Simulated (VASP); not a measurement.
Input of a VASP 6.6.1 run:

INCAR

```
SYSTEM = C
PREC = Accurate
ENCUT = 520
EDIFF = 1E-6
ISMEAR = 0
SIGMA = 0.03
LREAL = .FALSE.
LASPH = .TRUE.
NELM = 100
ALGO = Normal
ISIF = 2
LWAVE = .FALSE.
LCHARG = .FALSE.
GGA = PE
IVDW = 12
NBANDS = 16
```

Contents of KPOINTS:

```
regular mesh
0
G
  14 10 8
  0 0 0
```

POSCAR

```
C
1.0
   -1.2327815062      2.1341012746      0.0000000000
   -1.2327815062      0.0000000000     -3.3978816559
   -3.6983445185     -2.1341012746      0.0000000000
C
4
Direct
    0.2397617598      0.0415552016      0.9062964920
    0.7603280400     -0.0415552016      0.4270069080
    0.2521802464     -0.0090644522      0.5856252939
    0.7477299538      0.0090644522      0.0810713061
```

Potentials or basis: VASP PAW PBE potentials, release 64 (C).

Launch:

```bash
$ cat potpaw_PBE.64/C/POTCAR > POTCAR
$ mpirun -np 1 vasp_std > vasp.out
```

(1) What does it give for the dispersion energy per atom?

(2) What does it give for the pressure?

(3) Predict the largest force.

## Answers

(1) -0.155 eV.

(2) -1.8 GPa.

(3) 1.790 eV/Å.

Caveat: the cell differs from its parent crystal (atoms displaced along a vibrational mode); forces of over 1 eV/Å act on the atoms, so gaps and moduli don't describe the material at rest.
